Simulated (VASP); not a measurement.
# TiAl3 in VASP: notebook

TiAl3 is run at these levels: PBE; tasks: single point.

All numbers are computed with VASP 6.6.1; they aren't measurements. Logs are shortened: lines on timing, memory, paths and dates and some standing lists are left out, and cuts for length are marked.

### Step 1. The cell of the first run

The typed cell holds 4 atoms: a = 3.981 Å, b = 3.981 Å, c = 3.972 Å, α = 90.00°, β = 90.00°, γ = 90.00°.

### Step 2. Single point, PBE

Input file INCAR:

```
ALGO = Normal
EDIFF = 1E-7
ENCUT = 520
GGA = PE
ISIF = 2
ISMEAR = 0
LASPH = T
LCHARG = T
LELF = T
LREAL = F
LVHAR = T
LWAVE = F
NBANDS = 18
NELM = 60
PREC = Accurate
SIGMA = 0.2
```

Input file KPOINTS:

```
k-points
0
Gamma
  5 5 6
```

Input file POSCAR:

```
TiAl3
1.0
    3.9806541127      0.0000000000      0.0000000000
    0.0000000000      3.9806541127      0.0000000000
    0.0000000000      0.0000000000      3.9718945601
Ti Al
1 3
Direct
    0.5000000000      0.5000000000      0.5427287733
    0.0000000000      0.5000000000      0.0427003100
    0.5000000000      0.0000000000      0.0427003100
    0.0000000000      0.0000000000      0.5426586968
```

Potentials or basis: VASP PAW PBE potentials, release 64 (Ti_sv, Al).

Started as:

```bash
cat potpaw_PBE.64/Ti_sv/POTCAR potpaw_PBE.64/Al/POTCAR > POTCAR
mpirun -np 1 vasp_std > vasp.out
```

OUTCAR:

```text
EDIFF = 1E-7
   ENCUT = 520
   GGA = PE
   ISIF = 2
   ISMEAR = 0
   LASPH = T
   LREAL = F
   NELM = 60
   PREC = Accurate

 ion  position               nearest neighbor table
   1  0.500  0.500  0.543-   2 2.81   3 2.81   3 2.81   2 2.81   2 2.81   3 2.81   3 2.81   2 2.81
                             4 2.81   4 2.81   4 2.81   4 2.81
   2  0.000  0.500  0.043-   4 2.81   4 2.81   1 2.81   1 2.81   1 2.81   1 2.81   4 2.81   4 2.81
                             3 2.81   3 2.81   3 2.81   3 2.81
   3  0.500  0.000  0.043-   4 2.81   4 2.81   1 2.81   1 2.81   1 2.81   1 2.81   4 2.81   4 2.81
                             2 2.81   2 2.81   2 2.81   2 2.81
   4  0.000  0.000  0.543-   2 2.81   3 2.81   2 2.81   3 2.81   2 2.81   2 2.81   3 2.81   3 2.81
                             1 2.81   1 2.81   1 2.81   1 2.81

  LATTYP: Found a simple tetragonal cell.
 ALAT       =     3.9806541127
 C/A-ratio  =     0.9977994690

  Lattice vectors:

 A1 = (   3.9806541127,   0.0000000000,   0.0000000000)
 A2 = (   0.0000000000,   3.9806541127,   0.0000000000)
 A3 = (   0.0000000000,   0.0000000000,   3.9718945601)

Analysis of symmetry for initial positions (statically):
=====================================================================
 Subroutine PRICEL returns:
 Original cell was already a primitive cell.

 Routine SETGRP: Setting up the symmetry group for a
 simple tetragonal supercell.

 Subroutine GETGRP returns: Found  8 space group operations
 (whereof  8 operations were pure point group operations)
 out of a pool of 16 trial point group operations.

The static configuration has the point symmetry C_4v.

Analysis of symmetry for dynamics (positions and initial velocities):
=====================================================================
 Subroutine PRICEL returns:
 Original cell was already a primitive cell.

 Routine SETGRP: Setting up the symmetry group for a
 simple tetragonal supercell.

 Subroutine GETGRP returns: Found  8 space group operations
 (whereof  8 operations were pure point group operations)
 out of a pool of 16 trial point group operations.

The dynamic configuration has the point symmetry C_4v.

 Subroutine INISYM returns: Found  8 space group operations
 (whereof  8 operations are pure point group operations),
 and found     1 'primitive' translations

----------------------------------------------------------------------------------------
[... 96 lines left out ...]
   EDIFF  = 0.1E-06   stopping-criterion for ELM
   LREAL  =      F    real-space projection
   EDIFFG = 0.1E-05   stopping-criterion for IOM
   NSW    =      0    number of steps for IOM
   IBRION =     -1    ionic relax: 0-MD 1-quasi-New 2-CG
   NFREE  =      0    steps in history (QN), initial steepest desc. (CG)
   ISIF   =      2    stress and relaxation
   ISYM   =      2    0-nonsym 1-usesym 2-fastsym
   POTIM  = 0.5000    time-step for ionic-motion
   TEBEG  =    0.0;   TEEND  =   0.0 temperature during run
   PSTRESS=    0.0 pullay stress
   NELECT =      21.0000    total number of electrons
   NUPDOWN=      -1.0000    fix difference up-down
   EMIN   =  10.00;   EMAX   =-10.00  energy-range for DOS
   EFERMI =   0.00;   METHOD = LEGACY
   ISMEAR =     0;   SIGMA  =   0.20  broadening in eV -4-tet -1-fermi 0-gaus
   EFERMI_NEDOS =   21; number of points for ismear=-14 and -15
   IALGO  =     38    algorithm
   IMIX   =      4    mixing-type and parameters
     AMIX     =   0.40;   BMIX     =  1.00
     AMIX_MAG =   1.60;   BMIX_MAG =  1.00
  volume/ion in A,a.u.               =      15.73       106.18
  Fermi-wavevector in a.u.,A,eV,Ry     =   1.135479  2.145744 17.542159  1.289312
  Thomas-Fermi vector in A             =   2.272184
   LORBIT       =      0    0 simple, 1 ext, 2 COOP (PROOUT), +10 PAW based schemes
   GGA     = PE    functional components
   LHFCALC =     F    Hartree Fock is set to
   AEXX    =    0.0000 exact exchange contribution
   IVDW    =     0    specifies the selected vdW correction
   LEPSILON=     F    determine dielectric tensor
   LRPA    =     F    only Hartree local field effects (RPA)
 non-spin polarized calculation
 Gauss-broadening in eV      SIGMA  =   0.20
  energy-cutoff  :      520.00
  volume of cell :       62.94
 maximum number of plane-waves:      1743
 NGX is ok and might be reduce to    30
   NGX = 15   NGY = 15   NGZ = 15

 number of electron      20.9999997 magnetization

 Free energy of the ion-electron system (eV)
  ---------------------------------------------------
  ext. energy  EPLUGINS =         0.00000000
  ---------------------------------------------------
  free energy    TOTEN  =       -20.59450736 eV

  energy without entropy =      -20.56530435  energy(sigma->0) =      -20.57990585

 E-fermi :   8.8897     XC(G=0): -10.7636

 val. band max:        8.7819401725   @ k =   0.2000   0.2000   0.0000
 cond. band min:       8.9283622571   @ k =   0.4000   0.2000   0.0000
 fundamental gap:      0.1464220846
 Fermi energy:         8.8896518447

 k-point     1 :       0.0000    0.0000    0.0000
  band No.  band energies     occupation
      1     -48.0799      2.00000
      2     -24.3801      2.00000
      3     -24.3801      2.00000
      4     -24.3742      2.00000
      5      -1.7922      2.00000
      6       5.8606      2.00000
[... 481 lines left out ...]
      5       2.6597      2.00000
      6       3.4327      2.00000
[... 10 lines left out ...]
     17      11.7724      0.00000
     18      18.3068      0.00000

------------------------ aborting loop because EDIFF is reached ----------------------------------------

  FORCE on cell =-STRESS in cart. coord.  units (eV):
  Direction    XX          YY          ZZ          XY          YZ          ZX
  --------------------------------------------------------------------------------------
  -------------------------------------------------------------------------------------
  Total        0.0086372      0.0086372      0.1776373      0.0000000      0.0000000      0.0000000
  in kB        0.2198766      0.2198766      4.5220792      0.0000000      0.0000000      0.0000000
  external PRESSURE =       1.6539441 kB  Pullay stress =       0.0000000 kB

 VOLUME and BASIS-vectors are now :
 -----------------------------------------------------------------------------
  energy-cutoff  :      520.00
  volume of cell :       62.94
      direct lattice vectors                 reciprocal lattice vectors
     3.980654113  0.000000000  0.000000000     0.251214994  0.000000000  0.000000000
     0.000000000  3.980654113  0.000000000     0.000000000  0.251214994  0.000000000
     0.000000000  0.000000000  3.971894560     0.000000000  0.000000000  0.251769020

 POSITION                                       TOTAL-FORCE (eV/Angst)
 -----------------------------------------------------------------------------------
      1.99033      1.99033      2.15566         0.000000      0.000000     -0.001188
      0.00000      1.99033      0.16960         0.000000     -0.000000     -0.000000
      1.99033      0.00000      0.16960         0.000000     -0.000000     -0.000000
      0.00000      0.00000      2.15538        -0.000000      0.000000      0.001189
 -----------------------------------------------------------------------------------
    total drift:                                0.000000      0.000000     -0.000015

  FREE ENERGIE OF THE ION-ELECTRON SYSTEM (eV)
  ---------------------------------------------------
  free  energy   TOTEN  =       -20.5945073556 eV

  energy  without entropy=      -20.5653043499  energy(sigma->0) =      -20.57990585
```

OSZICAR:

```text
N       E                     dE             d eps       ncg     rms          rms(c)
DAV:   1     0.132498154923E+03    0.13250E+03   -0.95373E+03   864   0.110E+03
DAV:   2    -0.983971180946E+01   -0.14234E+03   -0.13839E+03   894   0.293E+02
DAV:   3    -0.218964520950E+02   -0.12057E+02   -0.11865E+02  1492   0.724E+01
DAV:   4    -0.226182789753E+02   -0.72183E+00   -0.71986E+00  1074   0.143E+01
DAV:   5    -0.226456372651E+02   -0.27358E-01   -0.27350E-01  1220   0.290E+00    0.110E+01
DAV:   6    -0.216077647671E+02    0.10379E+01   -0.25087E+01  1184   0.354E+01    0.810E+00
DAV:   7    -0.206902142619E+02    0.91755E+00   -0.11846E+01  1096   0.226E+01    0.332E+00
DAV:   8    -0.206643023211E+02    0.25912E-01   -0.16696E+00  1100   0.918E+00    0.205E+00
DAV:   9    -0.205941448028E+02    0.70158E-01   -0.49466E-01  1142   0.492E+00    0.249E-01
DAV:  10    -0.205961485124E+02   -0.20037E-02   -0.12024E-02  1120   0.702E-01    0.298E-01
DAV:  11    -0.205945437497E+02    0.16048E-02   -0.61476E-03  1172   0.508E-01    0.601E-02
DAV:  12    -0.205945072822E+02    0.36468E-04   -0.39399E-04  1158   0.126E-01    0.281E-02
DAV:  13    -0.205945079476E+02   -0.66537E-06   -0.62484E-06   962   0.195E-02    0.346E-02
DAV:  14    -0.205945073644E+02    0.58324E-06   -0.17054E-06  1198   0.133E-02    0.148E-02
DAV:  15    -0.205945073556E+02    0.88021E-08   -0.13994E-07   634   0.325E-03
   1 F= -.20594507E+02 E0= -.20579906E+02  d E =-.292030E-01
```

stdout:

```text
POSCAR found type information on POSCAR TiAl
 POSCAR found :  2 types and       4 ions
 scaLAPACK will be used
 LDA part: xc-table for (Slater+PW92), standard interpolation
 POSCAR, INCAR and KPOINTS ok, starting setup
 FFT: planning ... GRIDC
 FFT: planning ... GRID_SOFT
 FFT: planning ... GRID
 WAVECAR not read
 entering main loop
```

Wall time 12 s (1 thread of Intel Xeon 6975P-C (Granite Rapids), shared host); peak memory 0.17 GiB.

What came out:

| Property | Result |
| --- | --- |
| Free energy | -20.5945 eV |
| Pressure | 0.2 GPa |

Stress tensor (GPa, compression positive):
```
0.02 0.00 0.00
0.00 0.02 0.00
0.00 0.00 0.45
```

Levels at points of the mesh, in eV from the Fermi level:
| k point | band 6 | band 7 | band 8 | band 9 | band 10 | band 11 | band 12 | band 13 | band 14 | band 15 |
| --- | --- | --- | --- | --- | --- | --- | --- | --- | --- | --- |
| (0.00, 0.00, 0.00) | -3.03 | -3.00 | -2.12 | -2.12 | -2.09 | 0.18 | 0.19 | 0.19 | 0.79 | 4.00 |
| (0.00, 0.00, 0.50) | -7.89 | -2.19 | -2.19 | -2.10 | 0.42 | 0.76 | 0.76 | 0.99 | 1.08 | 1.28 |

### Step 3. Single point, PBE, collinear spin, ferromagnetic start

Input file INCAR:

```
  PREC = Accurate
  ENCUT = 520
  EDIFF = 1E-7
  ISMEAR = 0
  SIGMA = 0.1
  LREAL = False
  LASPH = True
  NELM = 150
  ALGO = Normal
  ISIF = 2
  LWAVE = False
  LCHARG = False
  ISPIN = 2
  MAGMOM = 1 0 0 0
  LORBIT = 11
  LMAXMIX = 4
  GGA = PE
  NBANDS = 22
```

Input file KPOINTS:

```
regular mesh
0
Gamma
  4 4 4
```

Input file POSCAR:

```
TiAl3
1.0
    3.9777342618      0.0000000000      0.0000000000
    0.0000000000      3.9777342618      0.0000000000
    0.0000000000      0.0000000000      3.9777342618
Ti Al
1 3
Direct
    0.5000000000      0.5000000000      0.5000000000
    0.0000000000      0.5000000000      0.0000000000
    0.5000000000      0.0000000000      0.0000000000
    0.0000000000      0.0000000000      0.5000000000
```

Potentials or basis: VASP PAW PBE potentials, release 64 (Ti_sv, Al).

Started as:

```bash
cat potpaw_PBE.64/Ti_sv/POTCAR potpaw_PBE.64/Al/POTCAR > POTCAR
mpirun -np 1 vasp_std > vasp.out
```

OUTCAR:

```text
PREC = Accurate
   ENCUT = 520
   EDIFF = 1E-7
   ISMEAR = 0
   LREAL = False
   LASPH = True
   NELM = 150
   ISIF = 2
   ISPIN = 2
   LORBIT = 11
   GGA = PE

 ion  position               nearest neighbor table
   1  0.500  0.500  0.500-   2 2.81   3 2.81   4 2.81   2 2.81   3 2.81   3 2.81   4 2.81   3 2.81
                             2 2.81   4 2.81   2 2.81   4 2.81
   2  0.000  0.500  0.000-   1 2.81   3 2.81   4 2.81   1 2.81   4 2.81   3 2.81   4 2.81   4 2.81
                             1 2.81   3 2.81   1 2.81   3 2.81
   3  0.500  0.000  0.000-   1 2.81   2 2.81   4 2.81   1 2.81   4 2.81   1 2.81   2 2.81   1 2.81
                             2 2.81   4 2.81   4 2.81   2 2.81
   4  0.000  0.000  0.500-   1 2.81   2 2.81   3 2.81   2 2.81   3 2.81   1 2.81   2 2.81   2 2.81
                             1 2.81   3 2.81   3 2.81   1 2.81

  LATTYP: Found a simple cubic cell.
 ALAT       =     3.9777342618

  Lattice vectors:

 A1 = (   3.9777342618,   0.0000000000,   0.0000000000)
 A2 = (   0.0000000000,   3.9777342618,   0.0000000000)
 A3 = (   0.0000000000,   0.0000000000,   3.9777342618)

Analysis of symmetry for initial positions (statically):
=====================================================================
 Subroutine PRICEL returns:
 Original cell was already a primitive cell.

 Routine SETGRP: Setting up the symmetry group for a
 simple cubic supercell.

 Subroutine GETGRP returns: Found 48 space group operations
 (whereof 48 operations were pure point group operations)
 out of a pool of 48 trial point group operations.

The static configuration has the point symmetry O_h .

Analysis of symmetry for dynamics (positions and initial velocities):
=====================================================================
 Subroutine PRICEL returns:
 Original cell was already a primitive cell.

 Routine SETGRP: Setting up the symmetry group for a
 simple cubic supercell.
[... 155 lines left out ...]
  free energy    TOTEN  =       -20.58828432 eV

  energy without entropy =      -20.57708156  energy(sigma->0) =      -20.58268294

 E-fermi :   9.1128     XC(G=0): -10.7631

 val. band max:        9.0932808850   @ k =   0.0000   0.0000   0.0000
 cond. band min:       9.1231796726   @ k =   0.5000   0.5000   0.5000
 fundamental gap:      0.0298987876
 Fermi energy:         9.1127817644

 spin component 1

 k-point     1 :       0.0000    0.0000    0.0000
  band No.  band energies     occupation
      1     -48.0555      1.00000
      2     -24.3536      1.00000
      3     -24.3536      1.00000
      4     -24.3536      1.00000
      5      -1.7961      1.00000
      6       5.8784      1.00000
[... 239 lines left out ...]
     21      20.6431      0.00000
     22      20.6432      0.00000
 Fermi energy:         9.1127817644

 spin component 2

 k-point     1 :       0.0000    0.0000    0.0000
  band No.  band energies     occupation
      1     -48.0554      1.00000
      2     -24.3535      1.00000
      3     -24.3535      1.00000
      4     -24.3535      1.00000
      5      -1.7961      1.00000
      6       5.8784      1.00000
[... 239 lines left out ...]
     21      20.6432      0.00000
     22      20.6432      0.00000

------------------------ aborting loop because EDIFF is reached ----------------------------------------

  FORCE on cell =-STRESS in cart. coord.  units (eV):
  Direction    XX          YY          ZZ          XY          YZ          ZX
  --------------------------------------------------------------------------------------
  -------------------------------------------------------------------------------------
  Total        0.1022421      0.1022421      0.1022421     -0.0000000     -0.0000000      0.0000000
  in kB        2.6027543      2.6027543      2.6027543     -0.0000000     -0.0000000      0.0000000
  external PRESSURE =       2.6027543 kB  Pullay stress =       0.0000000 kB

 VOLUME and BASIS-vectors are now :
 -----------------------------------------------------------------------------
  energy-cutoff  :      520.00
  volume of cell :       62.94
      direct lattice vectors                 reciprocal lattice vectors
     3.977734262  0.000000000  0.000000000     0.251399398  0.000000000  0.000000000
     0.000000000  3.977734262  0.000000000     0.000000000  0.251399398  0.000000000
     0.000000000  0.000000000  3.977734262     0.000000000  0.000000000  0.251399398

 POSITION                                       TOTAL-FORCE (eV/Angst)
 -----------------------------------------------------------------------------------
      1.98887      1.98887      1.98887         0.000000      0.000000      0.000000
      0.00000      1.98887      0.00000         0.000000      0.000000      0.000000
      1.98887      0.00000      0.00000         0.000000      0.000000      0.000000
      0.00000      0.00000      1.98887         0.000000      0.000000      0.000000
 -----------------------------------------------------------------------------------
    total drift:                                0.000000      0.000000      0.000000

  FREE ENERGIE OF THE ION-ELECTRON SYSTEM (eV)
  ---------------------------------------------------
  free  energy   TOTEN  =       -20.5882843223 eV

  energy  without entropy=      -20.5770815598  energy(sigma->0) =      -20.58268294

 total charge

# of ion       s       p       d       tot
------------------------------------------
    1        2.169   6.091   2.053  10.312
    2        0.410   0.398   0.000   0.808
    3        0.410   0.398   0.000   0.808
    4        0.410   0.398   0.000   0.808
--------------------------------------------------
tot          3.400   7.284   2.053  12.736

 magnetization (x)

# of ion       s       p       d       tot
------------------------------------------
    1        0.000   0.000   0.000   0.000
    2       -0.000  -0.000   0.000  -0.000
    3       -0.000  -0.000   0.000  -0.000
    4       -0.000  -0.000   0.000  -0.000
--------------------------------------------------
tot         -0.000  -0.000   0.000   0.000
```

OSZICAR:

```text
N       E                     dE             d eps       ncg     rms          rms(c)
DAV:   1     0.150103155230E+03    0.15010E+03   -0.93163E+03   880   0.925E+02
DAV:   2    -0.919484059981E+01   -0.15930E+03   -0.15304E+03   898   0.269E+02
DAV:   3    -0.212800907826E+02   -0.12085E+02   -0.11830E+02  1420   0.642E+01
DAV:   4    -0.223875094895E+02   -0.11074E+01   -0.11007E+01  1212   0.127E+01
DAV:   5    -0.224271488725E+02   -0.39639E-01   -0.39621E-01  1190   0.255E+00    0.122E+01
DAV:   6    -0.214815605331E+02    0.94559E+00   -0.15695E+01  1038   0.284E+01    0.768E+00
DAV:   7    -0.206799518140E+02    0.80161E+00   -0.81247E+00   976   0.178E+01    0.333E+00
DAV:   8    -0.205961177025E+02    0.83834E-01   -0.54559E-01  1062   0.491E+00    0.127E+00
DAV:   9    -0.205965221982E+02   -0.40450E-03   -0.41952E-02  1088   0.123E+00    0.906E-01
DAV:  10    -0.205889414910E+02    0.75807E-02   -0.19378E-02  1118   0.916E-01    0.369E-01
DAV:  11    -0.205884600540E+02    0.48144E-03   -0.91456E-03  1110   0.618E-01    0.139E-01
DAV:  12    -0.205882833197E+02    0.17673E-03   -0.12969E-03  1084   0.256E-01    0.233E-02
DAV:  13    -0.205882835654E+02   -0.24576E-06   -0.33083E-05  1150   0.383E-02    0.170E-02
DAV:  14    -0.205882840425E+02   -0.47705E-06   -0.44305E-06  1046   0.128E-02    0.510E-03
DAV:  15    -0.205882842664E+02   -0.22393E-06   -0.49014E-07  1082   0.608E-03    0.152E-03
DAV:  16    -0.205882843223E+02   -0.55906E-07   -0.14928E-07   790   0.238E-03
   1 F= -.20588284E+02 E0= -.20582683E+02  d E =-.112028E-01  mag=     0.0000
```

stdout:

```text
POSCAR found type information on POSCAR TiAl
 POSCAR found :  2 types and       4 ions
 scaLAPACK will be used
 LDA part: xc-table for (Slater+PW92), standard interpolation
 POSCAR, INCAR and KPOINTS ok, starting setup
 FFT: planning ... GRIDC
 FFT: planning ... GRID_SOFT
 FFT: planning ... GRID
 WAVECAR not read
 entering main loop
```

Wall time 14 s (1 thread of Intel Xeon 6975P-C (Granite Rapids), shared host); peak memory 0.18 GiB.

Results:

```
Free energy                                           : -20.5883 eV
Pressure                                              : 0.3 GPa
Net moment                                            : 0.00 μB per cell
Valence electrons inside the program's atomic spheres : Ti 10.31; Al 0.81
```

Caveat: the k points lie up to 0.39 Å⁻¹ apart.
